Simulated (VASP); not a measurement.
# C (R-3m) in VASP: elastic constants with PBEsol

Aim: the elastic constants of C with PBEsol.

All numbers are computed with VASP 6.6.1; they aren't measurements. Logs are shortened: lines on timing, memory, paths and dates and some standing lists are left out, and cuts for length are marked.

### 1 The cell of the first run

The structure is trigonal, space group R-3m (No. 166). Conventional cell: a = 2.444 Å, b = 2.444 Å, c = 9.023 Å, α = 90.00°, β = 90.00°, γ = 120.00°. Within 1.9 Å of C (site symmetry 3m) lie 3 C at 1.41 Å.

### 2 Elastic constants, PBEsol

Input file INCAR:

```
  PREC = Accurate
  ENCUT = 600
  EDIFF = 1E-8
  ISMEAR = 0
  SIGMA = 0.01
  LREAL = F
  LASPH = T
  NELM = 120
  ALGO = Normal
  ISIF = 3
  LWAVE = F
  LCHARG = F
  GGA = PS
  NBANDS = 11
  IBRION = 6
  NFREE = 2
  POTIM = 0.015
  NSW = 1
  GGA_COMPAT = F
```

Input file KPOINTS:

```
Automatic mesh
0
Gamma
  18 18 18
```

Input file POSCAR:

```
C
1.0
    1.2220792398      0.7055677781      3.0076198633
   -1.2220792398      0.7055677781      3.0076198633
    0.0000000000     -1.4111355561      3.0076198633
C
2
Direct
    0.1664663691      0.1664663691      0.1664663691
    0.8335336309      0.8335336309      0.8335336309
```

Potentials or basis: VASP PAW PBE potentials, release 64 (C).

On the command line:

```console
> cat potpaw_PBE.64/C/POTCAR > POTCAR
> mpirun -np 1 vasp_std > vasp.out
```

OUTCAR:

```text
PREC = Accurate
   ENCUT = 600
   EDIFF = 1E-8
   ISMEAR = 0
   LREAL = F
   LASPH = T
   NELM = 120
   ISIF = 3
   GGA = PS
   IBRION = 6
   NFREE = 2
   POTIM = 0.015
   NSW = 1

 ion  position               nearest neighbor table
   1  0.166  0.166  0.166-   2 1.41   2 1.41   2 1.41
   2  0.834  0.834  0.834-   1 1.41   1 1.41   1 1.41

  LATTYP: Found a trigonal (rhomboedric) cell.
 ALAT       =     3.3222102281
 COS(alpha) =     0.7293708916

  Lattice vectors:

 A1 = (   1.2220792398,   0.7055677781,   3.0076198633)
 A2 = (  -1.2220792398,   0.7055677781,   3.0076198633)
 A3 = (   0.0000000000,  -1.4111355561,   3.0076198633)

Analysis of symmetry for initial positions (statically):
=====================================================================
 Subroutine PRICEL returns:
 Original cell was already a primitive cell.

 Routine SETGRP: Setting up the symmetry group for a
 trigonal (rhombohedral) supercell.

 Subroutine GETGRP returns: Found 12 space group operations
 (whereof 12 operations were pure point group operations)
 out of a pool of 12 trial point group operations.

The static configuration has the point symmetry D_3d.

Analysis of symmetry for dynamics (positions and initial velocities):
=====================================================================
 Subroutine PRICEL returns:
 Original cell was already a primitive cell.

 Routine SETGRP: Setting up the symmetry group for a
 trigonal (rhombohedral) supercell.

 Subroutine GETGRP returns: Found 12 space group operations
 (whereof 12 operations were pure point group operations)
 out of a pool of 12 trial point group operations.

The dynamic configuration has the point symmetry D_3d.

 Subroutine INISYM returns: Found 12 space group operations
 (whereof 12 operations are pure point group operations),
 and found     1 'primitive' translations

----------------------------------------------------------------------------------------

                                     Primitive cell

  volume of cell :      15.5601

  direct lattice vectors                    reciprocal lattice vectors
     1.222079240  0.705567778  3.007619863     0.409138772  0.236216380  0.110829609
    -1.222079240  0.705567778  3.007619863    -0.409138772  0.236216380  0.110829609
     0.000000000 -1.411135556  3.007619863     0.000000000 -0.472432761  0.110829609

  length of vectors
     3.322210228  3.322210228  3.322210228     0.485258607  0.485258607  0.485258607

  position of ions in fractional coordinates (direct lattice)
     0.166466369  0.166466369  0.166466369
     0.833533631  0.833533631  0.833533631

  ion indices of the primitive-cell ions
   primitive index   ion index
                 1           1
                 2           2

----------------------------------------------------------------------------------------

 KPOINTS: Automatic mesh

Automatic generation of k-mesh.
 Grid dimensions read from file:
 generate k-points for:   18   18   18

 Generating k-lattice:

  Cartesian coordinates                     Fractional coordinates (reciprocal lattice)
     0.022729932  0.013123132  0.006157200     0.055555556  0.000000000  0.000000000
[... 116 lines left out ...]
  Total        0.8386770      0.8386770      0.7427589      0.0000000      0.0000000     -0.0000000
  in kB       86.3561007     86.3561007     76.4796986      0.0000000      0.0000000     -0.0000000
  external PRESSURE =      83.0639667 kB  Pullay stress =       0.0000000 kB
[... 89 lines left out ...]
  FREE ENERGIE OF THE ION-ELECTRON SYSTEM (eV)
  ---------------------------------------------------
  free  energy   TOTEN  =       -19.2117765286 eV

  energy  without entropy=      -19.2117765286  energy(sigma->0) =      -19.21177653

[... ionic steps 4 to 14 ...]

--------------------------------------- Ionic step       15  -------------------------------------------

 number of electron       8.0000000 magnetization

------------------------ aborting loop because EDIFF is reached ----------------------------------------
[... 67 lines left out ...]
--------------------------------------- Ionic step       17  -------------------------------------------

 number of electron       8.0000000 magnetization

 Free energy of the ion-electron system (eV)
  ---------------------------------------------------
  ext. energy  EPLUGINS =         0.00000000
  ---------------------------------------------------
  free energy    TOTEN  =       -19.23686278 eV

  energy without entropy =      -19.23686278  energy(sigma->0) =      -19.23686278

 E-fermi :   5.7458     XC(G=0): -11.3558

 val. band max:        5.6657605482   @ k =  -0.2222   0.3889   0.0556
 cond. band min:       6.1862068722   @ k =  -0.2222   0.3889   0.0556
 fundamental gap:      0.5204463240
 Fermi energy:         5.7458004716

 k-point     1 :       0.0000    0.0000    0.0000
  band No.  band energies     occupation
      1     -14.2132      2.00000
      2      -0.1660      2.00000
      3       2.8757      2.00000
      4       2.8757      2.00000
      5      10.8780      0.00000
      6      14.3472      0.00000
      7      14.3472      0.00000
      8      17.3396      0.00000
      9      19.2623      0.00000
     10      28.7306      0.00000
     11      33.1386      0.00000
[... 309 lines left out ...]
 k-point    24 :      -0.2222    0.0556   -0.0000
  band No.  band energies     occupation
      1     -12.6232      2.00000
      2      -1.5823      2.00000
      3       0.5979      2.00000
      4       1.4164      2.00000
      5      12.4497      0.00000
      6      13.2272      0.00000
      7      14.7118      0.00000
      8      19.1024      0.00000
      9      21.9075      0.00000
     10      24.9663      0.00000
     11      28.7144      0.00000

 [... further k-points ...]

------------------------ aborting loop because EDIFF is reached ----------------------------------------

  FORCE on cell =-STRESS in cart. coord.  units (eV):
  Direction    XX          YY          ZZ          XY          YZ          ZX
  --------------------------------------------------------------------------------------
  -------------------------------------------------------------------------------------
  Total        0.8409680      0.8409680      0.7273132      0.0000000      0.0000000     -0.0000000
  in kB       86.5919997     86.5919997     74.8892958      0.0000000      0.0000000     -0.0000000
  external PRESSURE =      82.6910984 kB  Pullay stress =       0.0000000 kB
[... 17 lines left out ...]
  FREE ENERGIE OF THE ION-ELECTRON SYSTEM (eV)
  ---------------------------------------------------
  free  energy   TOTEN  =       -19.2368627792 eV

  energy  without entropy=      -19.2368627792  energy(sigma->0) =      -19.23686278

 INTERNAL STRAIN TENSORS FROM STRAINED CELLS
 ============================================

 INTERNAL STRAIN TENSOR FOR ION    1 for displacements in x,y,z  (eV/Angst):
          X           Y           Z          XY          YZ          ZX
  --------------------------------------------------------------------------------
  x     0.00000     0.00000     0.00000    14.61856     0.00000     0.09317
  y    14.66527   -14.72575     0.00000     0.00032     0.09463    -0.00155
  z    -0.19035    -0.18864     0.74283     0.00001    -0.00197     0.00010

 INTERNAL STRAIN TENSORS FROM DISPLACED ATOMS
 ============================================

 INTERNAL STRAIN TENSOR FOR ION    1 for displacements in x,y,z  (eV/Angst):
          X           Y           Z          XY          YZ          ZX
  --------------------------------------------------------------------------------
  x     0.00000    -0.00000    -0.00000    14.63864    -0.00000     0.09537
  y    14.63864   -14.63864     0.00000     0.00000     0.09537    -0.00000
  z    -0.18803    -0.18803     0.73747     0.00000     0.00000     0.00000

 INTERNAL STRAIN TENSOR FOR ION    2 for displacements in x,y,z  (eV/Angst):
          X           Y           Z          XY          YZ          ZX
  --------------------------------------------------------------------------------
  x    -0.00000     0.00000     0.00000   -14.63864     0.00000    -0.09537
  y   -14.63864    14.63864    -0.00000    -0.00000    -0.09537     0.00000
  z     0.18803     0.18803    -0.73747     0.00000    -0.00000     0.00000

 Eigenvectors and eigenvalues of the dynamical matrix
 ----------------------------------------------------

   1 f  =   48.532597 THz   304.939303 2PiTHz 1618.873197 cm-1   200.714605 meV
             X         Y         Z           dx          dy          dz
      0.000000  0.000000  1.502003    -0.707107   -0.000030   -0.000000
      0.000000  0.000000  7.520857     0.707107    0.000030    0.000000
[... 11 lines left out ...]
   4 f  =    0.000001 THz     0.000005 2PiTHz    0.000026 cm-1     0.000003 meV
             X         Y         Z           dx          dy          dz
      0.000000  0.000000  1.502003    -0.000000    0.495185    0.504770
      0.000000  0.000000  7.520857    -0.000000    0.495185    0.504770

   5 f/i=    0.000000 THz     0.000002 2PiTHz    0.000010 cm-1     0.000001 meV
             X         Y         Z           dx          dy          dz
      0.000000  0.000000  1.502003    -0.000000    0.504770   -0.495185
      0.000000  0.000000  7.520857    -0.000000    0.504770   -0.495185

   6 f/i=    0.000001 THz     0.000004 2PiTHz    0.000023 cm-1     0.000003 meV
             X         Y         Z           dx          dy          dz
      0.000000  0.000000  1.502003     0.707107    0.000000   -0.000000
      0.000000  0.000000  7.520857     0.707107    0.000000   -0.000000

--------------------------------------------------------------------------------------------------------

 ELASTIC MODULI CONTR FROM IONIC RELAXATION (kBar)
 Direction    XX          YY          ZZ          XY          YZ          ZX
 --------------------------------------------------------------------------------
 XX        -381.4552    381.0009      0.8907     -0.0000     -2.4838     -0.0000
 YY         381.0009   -381.4552      0.8907      0.0000      2.4838      0.0000
 ZZ           0.8907      0.8907     -3.4936      0.0000     -0.0000      0.0000
 XY          -0.0000      0.0000      0.0000   -381.2280     -0.0000     -2.4838
 YZ          -2.4838      2.4838     -0.0000     -0.0000     -0.0162     -0.0000
 ZX          -0.0000      0.0000      0.0000     -2.4838     -0.0000     -0.0162
 --------------------------------------------------------------------------------

 TOTAL ELASTIC MODULI (kBar)
 Direction    XX          YY          ZZ          XY          YZ          ZX
 --------------------------------------------------------------------------------
 XX       12223.4147   2370.0959    -77.6383     -0.0000     40.5138     -0.0000
 YY        2370.0959  12223.4147    -77.6383      0.0000    -40.5138      0.0000
 ZZ         -77.6383    -77.6383    913.3798     -0.0000      0.0000      0.0000
 XY          -0.0000      0.0000     -0.0000   4926.6594     -0.0000     40.5138
 YZ          40.5138    -40.5138      0.0000     -0.0000    119.2805     -0.0000
 ZX          -0.0000      0.0000      0.0000     40.5138     -0.0000    119.2807
 --------------------------------------------------------------------------------
```

Wall time 46 min (1 thread of Intel Xeon Platinum 8488C (Sapphire Rapids), shared host); peak memory 1.1 GiB.

Results:

```yaml
Voigt_bulk_modulus: 331 GPa
Highest_phonon_frequency_at_Γ: 1619 cm⁻¹
```

Phonon frequencies in cm⁻¹ (negative: imaginary):
| q point | frequencies |
| --- | --- |
| (0.000, 0.000, 0.000) | 0 0 0 852 1619 1619 |

Elastic tensor in Voigt notation (GPa, in the Cartesian axes of the cell as first typed):
```
1222  237   -8    4    0    0
 237 1222   -8   -4    0    0
  -8   -8   91    0    0    0
   4   -4    0   12    0    0
   0    0    0    0   12    4
   0    0    0    0    4  493
```

Clamped-ion elastic tensor (GPa):
```
1260  199   -8    4    0    0
 199 1260   -8   -4    0    0
  -8   -8   92    0    0    0
   4   -4    0   12    0    0
   0    0    0    0   12    4
   0    0    0    0    4  531
```

Caveat: the cell is under stress, which shifts elastic constants; this functional lacks dispersion, which binds layers or chains, so the pressure and a relaxed spacing across them are unreliable; the PAW data sets were made with another functional, which shifts forces and pressure a little.
